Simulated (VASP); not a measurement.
Write the native input for VASP 6.6.1 that does the following.

```
Task                   : single point
Functional             : LDA
Potentials or basis    : VASP PAW LDA potentials, release 64 (Cs_sv, I)
Cutoff                 : 500 eV
k mesh                 : 7 × 7 × 7
Occupations            : fermi-dirac, width 0.01 eV
Spin                   : no spin polarisation
Dipole correction      : no
Further INCAR settings : ALGO = Normal; EDIFF = 1e-06; NBANDS = 15
```

The structure of CsI lies in POSCAR:

```
CsI
1.0
    4.5667000000      0.0000000000      0.0000000000
    0.0000000000      4.5667000000      0.0000000000
    0.0000000000      0.0000000000      4.6123670000
Cs I
1 1
Direct
    0.0000000000      0.0000000000      0.0000000000
    0.5000000000      0.5000000000      0.5000000000
```

This cell differs from its parent crystal: zz strain of +1 %.

One way to write it, as run:

INCAR

```
SYSTEM = CsI
PREC     = Accurate       ! precision mode
ENCUT    = 500            ! plane-wave cutoff, eV
EDIFF    = 1E-6           ! SCF threshold, eV
ISMEAR   = -1             ! smearing method
SIGMA    = 0.01           ! smearing width, eV
LREAL    = .False.        ! projectors in reciprocal space
LASPH    = .True.         ! aspherical terms in the spheres
NELM     = 120            ! most SCF steps
ALGO     = Normal         ! electronic algorithm
ISIF     = 2              ! what is computed and relaxed
LWAVE    = .False.        ! write WAVECAR
LCHARG   = .False.        ! write CHGCAR
GGA      = CA             ! functional
NBANDS   = 15             ! bands
GGA_COMPAT= .False.
```

KPOINTS

```
Automatic mesh
0
Gamma
  7 7 7
  0 0 0
```

Potentials or basis: VASP PAW LDA potentials, release 64 (Cs_sv, I).

Command:

```console
$ cat potpaw_LDA.64/Cs_sv/POTCAR potpaw_LDA.64/I/POTCAR > POTCAR
$ mpirun -np 1 vasp_std > vasp.out
```

Results of the run:

```json
{
 "Pressure": "-1.5 GPa",
 "Band gap on the k mesh": "3.51 eV, indirect (least direct gap 3.58 eV)"
}
```

Caveat: the cell differs from its parent crystal (zz strain of +1 %); spin-orbit coupling is left out, which moves the levels of the heavy elements.

Wall time 30 s on 1 thread of Intel(R) Xeon(R) Platinum 8259CL CPU @ 2.50GHz (Skylake/Cascade Lake) (shared host), peak memory 0.2 GiB.
